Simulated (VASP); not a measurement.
# AlNi (Pm-3m) in VASP: settings compared, part 2 of 2

VASP 6.6.1.

## 3. Single point, PBEsol+U, collinear spin, ferromagnetic start

Input file INCAR:

```
SYSTEM = AlNi
ALGO     = Normal         ! electronic algorithm
EDIFF    = 1E-6           ! SCF threshold, eV
ENCUT    = 600            ! plane-wave cutoff, eV
GGA      = PS             ! functional
GGA_COMPAT= .FALSE.      
ISIF     = 2              ! what is computed and relaxed
ISMEAR   = 1              ! smearing method
ISPIN    = 2              ! spin polarisation
LASPH    = .TRUE.         ! aspherical terms in the spheres
LCHARG   = .FALSE.        ! write CHGCAR
LDAU     = .TRUE.         ! DFT+U
LDAUJ    = 0 0          
LDAUL    = 2 -1           ! shell
LDAUPRINT= 1            
LDAUTYPE = 2            
LDAUU    = 7 0            ! U, eV
LMAXMIX  = 4              ! l up to which the mixer works
LORBIT   = 11             ! projections on sites
LREAL    = .FALSE.        ! projectors in reciprocal space
LWAVE    = .FALSE.        ! write WAVECAR
MAGMOM   = 1 0            ! initial moments
NBANDS   = 18             ! bands
NELM     = 200            ! most SCF steps
PREC     = Accurate       ! precision mode
SIGMA    = 0.2            ! smearing width, eV
```

Input file KPOINTS:

```
k-points
0
G
  9 9 9
  0 0 0
```

Input file POSCAR:

```
AlNi
1.0
    2.8810000000      0.0000000000      0.0000000000
    0.0000000000      2.8810000000      0.0000000000
    0.0000000000      0.0000000000      2.8810000000
Ni Al
1 1
Direct
    0.5000000000      0.5000000000      0.5000000000
    0.0000000000      0.0000000000      0.0000000000
```

Potentials or basis: VASP PAW PBE potentials, release 64 (Ni, Al).

Started as:

```
$ cat potpaw_PBE.64/Ni/POTCAR potpaw_PBE.64/Al/POTCAR > POTCAR
$ mpirun -np 1 vasp_std > vasp.out
```

OUTCAR:

```text
SYSTEM = AlNi
   EDIFF = 1E-6
   ENCUT = 600
   GGA = PS
   ISIF = 2
   ISMEAR = 1
   ISPIN = 2
   LASPH = .TRUE.
   LORBIT = 11
   LREAL = .FALSE.
   NELM = 200
   PREC = Accurate

 ion  position               nearest neighbor table
   1  0.500  0.500  0.500-   2 2.50   2 2.50   2 2.50   2 2.50   2 2.50   2 2.50   2 2.50   2 2.50

   2  0.000  0.000  0.000-   1 2.50   1 2.50   1 2.50   1 2.50   1 2.50   1 2.50   1 2.50   1 2.50

  LATTYP: Found a simple cubic cell.
 ALAT       =     2.8810000000

  Lattice vectors:

 A1 = (   2.8810000000,   0.0000000000,   0.0000000000)
[... 1263 lines left out ...]

 VOLUME and BASIS-vectors are now :
 -----------------------------------------------------------------------------
  energy-cutoff  :      600.00
  volume of cell :       23.91
      direct lattice vectors                 reciprocal lattice vectors
     2.881000000  0.000000000  0.000000000     0.347101701  0.000000000  0.000000000
     0.000000000  2.881000000  0.000000000     0.000000000  0.347101701  0.000000000
     0.000000000  0.000000000  2.881000000     0.000000000  0.000000000  0.347101701

 POSITION                                       TOTAL-FORCE (eV/Angst)
 -----------------------------------------------------------------------------------
      1.44050      1.44050      1.44050         0.000000      0.000000      0.000000
      0.00000      0.00000      0.00000         0.000000      0.000000      0.000000
 -----------------------------------------------------------------------------------
    total drift:                                0.000000      0.000000     -0.000000

  FREE ENERGIE OF THE ION-ELECTRON SYSTEM (eV)
  ---------------------------------------------------
  free  energy   TOTEN  =        -7.6197347721 eV

  energy  without entropy=       -7.6190228386  energy(sigma->0) =       -7.61949746

 total charge

# of ion       s       p       d       tot
------------------------------------------
    1        0.443   0.464   8.878   9.786
    2        0.383   0.391   0.000   0.774
--------------------------------------------------
tot          0.827   0.855   8.878  10.560

 magnetization (x)

# of ion       s       p       d       tot
------------------------------------------
    1        0.000   0.000   0.000   0.000
    2        0.000   0.000   0.000   0.000
--------------------------------------------------
tot          0.000   0.000   0.000   0.000
```

stdout:

```text
POSCAR found type information on POSCAR NiAl
 POSCAR found :  2 types and       2 ions
 scaLAPACK will be used
 -----------------------------------------------------------------------------
|                                                                             |
|                                                                             |
|     You enforced a specific xc type in the INCAR file but a different       |
|     I HOPE YOU KNOW WHAT YOU ARE DOING!                                     |
|                                                                             |
 -----------------------------------------------------------------------------

 LDA part: xc-table for (Slater+PW92), standard interpolation
 POSCAR, INCAR and KPOINTS ok, starting setup
 FFT: planning ... GRIDC
 FFT: planning ... GRID_SOFT
 FFT: planning ... GRID
 WAVECAR not read
 entering main loop
```

It took 44 s on 1 thread of Intel Xeon 8259CL, shared host; peak memory 0.16 GiB.

What came out:

| Property | Result |
| --- | --- |
| Free energy | -7.6197 eV |
| Pressure | -12.3 GPa |
| Net moment | 0.00 μB per cell |
| Valence electrons inside the program's atomic spheres | Ni 9.79; Al 0.77 |

Levels at points of the mesh, in eV from the Fermi level:
Spin up:
```csv
k point,band 3,band 4,band 5,band 6,band 7,band 8,band 9,band 10
"(0.00, 0.00, 0.00)",-3.90,-2.28,-2.28,-2.28,6.09,6.09,6.09,8.11
```
Spin down:
| k point | band 2 | band 3 | band 4 | band 5 | band 6 | band 7 | band 8 | band 9 | band 10 | band 11 |
| --- | --- | --- | --- | --- | --- | --- | --- | --- | --- | --- |
| (0.00, 0.00, 0.00) | -3.90 | -3.90 | -2.28 | -2.28 | -2.28 | 6.09 | 6.09 | 6.09 | 8.11 | 8.11 |

Eigenvalues of the final occupation matrices:
```tsv
site	spin	trace	eigenvalues
site 1 d	1	4.46	0.89 0.89 0.89 0.89 0.89
site 1 d	2	4.46	0.89 0.89 0.89 0.89 0.89
```

Caveat: the PAW data sets were made with another functional, which shifts forces and pressure a little; the U is typed as a test and isn't derived for this compound.

## 4. Single point, r2SCAN+U, collinear spin, ferromagnetic start

POSCAR is that of step 3.

Input file INCAR.step1:

```
SYSTEM = AlNi
PREC     = Accurate       ! precision mode
ENCUT    = 660            ! plane-wave cutoff, eV
ISMEAR   = 0              ! smearing method
SIGMA    = 0.01           ! smearing width, eV
LREAL    = .False.        ! projectors in reciprocal space
LASPH    = .True.         ! aspherical terms in the spheres
NELM     = 200            ! most SCF steps
ISPIN    = 2              ! spin polarisation
MAGMOM   = 1 0            ! initial moments
LMAXMIX  = 4              ! l up to which the mixer works
LDAU     = .True.         ! DFT+U
LDAUTYPE = 2            
LDAUL    = 2 -1           ! shell
LDAUU    = 7 0            ! U, eV
LDAUJ    = 0 0          
NBANDS   = 18             ! bands
GGA      = PE             ! functional
ALGO     = Normal         ! electronic algorithm
EDIFF    = 1E-5           ! SCF threshold, eV
LWAVE    = .True.         ! write WAVECAR
LCHARG   = .False.        ! write CHGCAR
GGA_COMPAT= .False.
```

Input file INCAR.step2:

```
SYSTEM = AlNi
PREC     = Accurate       ! precision mode
ENCUT    = 660            ! plane-wave cutoff, eV
EDIFF    = 1E-6           ! SCF threshold, eV
ISMEAR   = 0              ! smearing method
SIGMA    = 0.01           ! smearing width, eV
LREAL    = .False.        ! projectors in reciprocal space
LASPH    = .True.         ! aspherical terms in the spheres
NELM     = 200            ! most SCF steps
ALGO     = Normal         ! electronic algorithm
ISIF     = 2              ! what is computed and relaxed
LWAVE    = .False.        ! write WAVECAR
LCHARG   = .False.        ! write CHGCAR
ISPIN    = 2              ! spin polarisation
MAGMOM   = 1 0            ! initial moments
LORBIT   = 11             ! projections on sites
LMAXMIX  = 4              ! l up to which the mixer works
LDAU     = .True.         ! DFT+U
LDAUTYPE = 2            
LDAUL    = 2 -1           ! shell
LDAUU    = 7 0            ! U, eV
LDAUJ    = 0 0          
LDAUPRINT= 1            
METAGGA  = R2SCAN         ! meta-GGA
LMIXTAU  = .True.       
NBANDS   = 18             ! bands
ISTART   = 1            
GGA_COMPAT= .False.
```

Input file KPOINTS:

```
regular mesh
0
Gamma
  9 9 9
  0 0 0
```

Started as:

```
$ cat potpaw_PBE.64/Ni/POTCAR potpaw_PBE.64/Al/POTCAR > POTCAR
$ cp INCAR.step1 INCAR
$ mpirun -np 1 vasp_std > vasp.out
$ cp INCAR.step2 INCAR
$ mpirun -np 1 vasp_std > vasp.out
```

Wall time 3.8 min (1 thread of Intel Xeon 8259CL, shared host); peak memory 0.18 GiB.

Results (log left out):

| Property | Result |
| --- | --- |
| Free energy | -16.1065 eV |
| Pressure | -12.4 GPa |
| Net moment | 0.00 μB per cell |
| Valence electrons inside the program's atomic spheres | Ni 9.81; Al 0.78 |

Levels at points of the mesh, in eV from the Fermi level:
Spin up:
```csv
k point,band 3,band 4,band 5,band 6,band 7,band 8,band 9,band 10
"(0.00, 0.00, 0.00)",-3.99,-2.35,-2.35,-2.35,6.52,6.52,6.52,8.37
```
Spin down:
```
           k point  band 4  band 5  band 6  band 7  band 8  band 9
(0.00, 0.00, 0.00)   -2.36   -2.36   -2.36    6.52    6.52    6.52
```

Eigenvalues of the final occupation matrices:
```csv
site,spin,trace,eigenvalues
site 1 d,1,4.46,0.89 0.89 0.90 0.90 0.90
site 1 d,2,4.46,0.88 0.88 0.90 0.90 0.90
```

Caveat: the PAW data sets were made with another functional, which shifts forces and pressure a little; the U is typed as a test and isn't derived for this compound. The state reached can hang on the start; a lower one may exist.

## 5. Overview

| task | level | U | k mesh | cutoff (eV) | smearing | gap on the mesh (eV) | pressure (GPa) | moment (μB) |
| --- | --- | --- | --- | --- | --- | --- | --- | --- |
| vibrations by perturbation theory | PBE | - | 7 × 7 × 7 | 520 | fermi-dirac 0.05 eV | - | - | 0.00 |
| single point | PBEsol+U | Ni d U = 7.0 eV | 9 × 9 × 9 | 600 | methfessel-paxton 0.2 eV | none | -12.3 | 0.00 |
| single point | r2SCAN+U | Ni d U = 7.0 eV | 9 × 9 × 9 | 660 | gaussian 0.01 eV | none | -12.4 | 0.00 |

Alike in all rows: potentials or basis VASP PAW PBE potentials, release 64 (Ni, Al); spin collinear, ferromagnetic start; cell as given.

Caveats: the PAW data sets were made with another functional, which shifts forces and pressure a little (some runs); the U is typed as a test and isn't derived for this compound (some runs).

Absolute energies hang on the potentials; compare differences alone.
